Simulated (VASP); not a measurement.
Input of a VASP 6.6.1 run:

INCAR

```
PREC     = Accurate       # precision mode
ENCUT    = 1000           # plane-wave cutoff, eV
EDIFF    = 1E-6           # SCF threshold, eV
ISMEAR   = 0              # smearing method
SIGMA    = 0.05           # smearing width, eV
LREAL    = Auto         
LASPH    = T              # aspherical terms in the spheres
NELM     = 120            # most SCF steps
ALGO     = Normal         # electronic algorithm
ISIF     = 2              # what is computed and relaxed
LWAVE    = F              # write WAVECAR
LCHARG   = F              # write CHGCAR
NBANDS   = 56             # bands
GGA_COMPAT= F            
NELMDL   = -8
```

KPOINTS

```
regular mesh
0
Gamma
  2 2 1
```

POSCAR

```
H2C18O
1.0
    7.3980000000      0.0000000000      0.0000000000
   -3.6990000000      6.4068560000      0.0000000000
    0.0000000000      0.0000000000     13.0000000000
C O H
18 1 2
Direct
   -0.0068990002     -0.0001529611      0.0543909231
    0.2147724480      0.1107479238      0.0546050769
   -0.0084125243      0.3338781143      0.0545177692
    0.2165081363      0.4463744776      0.0545340769
   -0.0061133573      0.6688581732      0.0541464615
    0.2141776914      0.7788728200      0.0541502308
    0.3250727862      0.0004115903      0.0543411538
    0.5500221757      0.1130613830      0.0544726923
    0.3273663799      0.3357846657      0.0546244615
    0.5476387984      0.4457926009      0.0545183077
    0.3267329446      0.6666727019      0.0544072308
    0.5480945067      0.7773071535      0.0544520000
    0.6605650464      0.0021857835      0.0544704615
    0.8808845354      0.1124595277      0.0544950000
    0.6600895668      0.3333332293      0.0544866154
    0.8814898251      0.4440539947      0.0544196923
    0.6582920597      0.6672161822      0.0544032308
    0.8831068470      0.7795364840      0.0541930000
    1.1500330219      0.8917186526      0.2834121538
    1.1972543378      0.9813429551      0.2227813077
    1.1036526886      0.9610926170      0.3311018462
```

Potentials or basis: VASP PAW LDA potentials, release 64 (C_h, O_h, H_h).

Command:

```sh
$ cat potpaw_LDA.64/C_h/POTCAR potpaw_LDA.64/O_h/POTCAR potpaw_LDA.64/H_h/POTCAR > POTCAR
$ mpirun -np 1 vasp_std > vasp.out
```

Q: Estimate the band gap on the k mesh.

A: 0.21 eV.

Q: Estimate the largest force.

A: 0.078 eV/Å.

Forces in eV/Å, atoms in the order of the input:
```
C    0.004  0.001  0.000
C   -0.007 -0.007  0.000
C    0.006  0.011  0.000
C   -0.009  0.001  0.000
C    0.003 -0.004  0.000
C   -0.003 -0.004  0.000
C   -0.004 -0.005  0.001
C    0.005 -0.007  0.000
C   -0.008 -0.001  0.000
C    0.011  0.010  0.000
C   -0.010 -0.007  0.000
C    0.004  0.008  0.000
C    0.001 -0.004  0.000
C    0.001 -0.007  0.000
C    0.000  0.013  0.000
C   -0.001  0.007  0.000
C    0.008 -0.004  0.000
C   -0.001 -0.003 -0.001
O    0.040 -0.067  0.010
H    0.006  0.039 -0.062
H   -0.044  0.029  0.050
```

Caveat: the k points lie up to 0.49 Å⁻¹ apart; there is no dipole correction, which matters where the two faces differ.
